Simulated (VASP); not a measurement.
Runs of VASP 6.6.1 on MgO. The structure is that of space group I4/mmm (No. 139), or close to it. The cells are those of the table. 

```tsv
cell	gap on the mesh (eV)	pressure (GPa)
a = 3.019, b = 3.019, c = 3.129 Å, angles 58.8, 58.8, 62.4°, 2 atoms	3.87	-8.9
a = 2.984, b = 2.984, c = 3.129 Å, angles 58.4, 58.4, 63.2°, 2 atoms	(d)	-4.1
a = 2.981, b = 2.981, c = 3.054 Å, angles 59.2, 59.2, 61.6°, 2 atoms	4.34	-3.3
a = 2.906, b = 2.906, c = 2.980 Å, angles 59.2, 59.2, 61.7°, 2 atoms	5.07	(c)
a = 2.945, b = 2.945, c = 3.054 Å, angles 58.8, 58.8, 62.5°, 2 atoms	(b)	1.8
a = 3.055, b = 3.055, c = 3.129 Å, angles 59.2, 59.2, 61.6°, 2 atoms	3.69	-12.6
a = 2.984, b = 2.984, c = 2.831 Å, angles 61.7, 61.7, 56.6°, 2 atoms	4.99	(a)
```

Alike in all rows: task single point; level PBEsol; potentials or basis VASP PAW PBE potentials, release 64 (Mg, O); no spin polarisation; k mesh 10 × 10 × 10; cutoff (eV) 520; smearing gaussian 0.05 eV.

Question: Estimate the missing entries.

Answer: (a) 12.8; (b) 4.54; (c) 9.6; (d) 4.06.

Caveats: the PAW data sets were made with another functional, which shifts forces and pressure a little.

